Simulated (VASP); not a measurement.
Runs of VASP 6.6.1 on Al3BiO. The structure is that of space group Pm-3m (No. 221), or close to it. The cells are those of the table. 

| task | cell | k mesh | cutoff (eV) | gap on the mesh (eV) | pressure (GPa) |
| --- | --- | --- | --- | --- | --- |
| relaxation of cell and atoms | relaxed from a = 4.673 Å, 5 atoms | 4 × 4 × 4 | 600 | none | 0.0 |
| single point | a = 4.673 Å, 5 atoms | 4 × 4 × 4 | 520 | none | -6.5 |
| single point | a = 4.506 Å, 5 atoms | 8 × 8 × 8 | 520 | none | 0.0 |
| single point | a = 4.503 Å, 5 atoms | 4 × 4 × 4 | 520 | none | (a) |
| relaxation of cell and atoms | relaxed from a = 4.503 Å, 5 atoms | 8 × 8 × 8 | 600 | none | 0.0 |

Alike in all rows: level PBE; potentials or basis VASP PAW PBE potentials, release 64 (Al, Bi_d, O); no spin polarisation; smearing gaussian 0.1 eV.

Estimate the missing entries.

(a) -0.3.

Caveats: spin-orbit coupling is left out, which moves the levels of the heavy elements; the relaxation stopped at its first step, so nothing moved (some runs).

A k mesh can miss the band edges, and the runs leave out spin-orbit coupling on Bi.

A gap of «none» marks levels without a gap at the run's occupations.
